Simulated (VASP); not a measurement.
A run of VASP 6.6.1 is set up as follows.

Contents of INCAR:

```
ALGO = Normal
EDIFF = 1E-7
ENCUT = 520
GGA = PE
ISIF = 2
ISMEAR = 0
IVDW = 13
LASPH = T
LCHARG = F
LREAL = F
LWAVE = F
NBANDS = 16
NELM = 100
PREC = Accurate
SIGMA = 0.05
```

The input KPOINTS:

```
k-points
0
Gamma
  8 8 8
```

POSCAR

```
ZrB2
1.0
    3.1744419651      0.0000000000      0.0000000000
   -1.5872209825      2.7491473847      0.0000000000
    0.0000000000      0.0000000000      3.5177348119
Zr B
1 2
Direct
    0.0000000000      0.0000000000      0.0000000000
    0.3333333333      0.6666666667      0.5000000000
    0.6666666667      0.3333333333      0.5000000000
```

Potentials or basis: VASP PAW PBE potentials, release 64 (Zr_sv, B).

The run is started by

```sh
$ cat potpaw_PBE.64/Zr_sv/POTCAR potpaw_PBE.64/B/POTCAR > POTCAR
$ mpirun -np 1 vasp_std > vasp.out
```

(1) Predict the band gap on the k mesh.

(2) What does it give for the dispersion energy per atom?

(3) Estimate the pressure.

## Answers

(1) zero (band 9 reaches 11.07 eV, above the bottom of band 10 at 10.50 eV).

(2) -0.315 eV.

(3) -4.6 GPa.

Caveat: pairwise dispersion overbinds metals, which lowers pressure and volume.
